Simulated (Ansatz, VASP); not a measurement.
**One calculation of SiC, two programs**

```
Si C
1.0
     0.00000    2.18000    2.18000
     2.18000    0.00000    2.18000
     2.18000    2.18000    0.00000
Si C
1 1
Cartesian
  0.0000 0.0000 0.0000
  1.0900 1.0900 1.0900
```

Alike in both runs: task relaxation of cell and atoms; functional PBE; k mesh 8 × 8 × 8; no spin polarisation.

|  | VASP | Ansatz |
| --- | --- | --- |
| version | VASP 6.6.1 | Ansatz 0.2.0 |
| potentials or method | VASP PAW PBE potentials, release 64 (Si, C), cutoff 600 eV | scalar-relativistic, plane waves, PAW |
| occupations | gaussian, width 0.01 eV | fixed |
| valence electrons in the cell | 8 | 8 |

|  | VASP | Ansatz | Ansatz less VASP |
| --- | --- | --- | --- |
| gap on the k mesh at the Fermi level, each at its own relaxed structure (eV) | 1.37 | 1.37 | +0.003 |
| relaxed volume (Å³/atom) | 10.49 | 10.50 | +0.009 |
| relaxed cell length with the largest relative difference (Å) | 3.096 | 3.097 | +0.0009 |
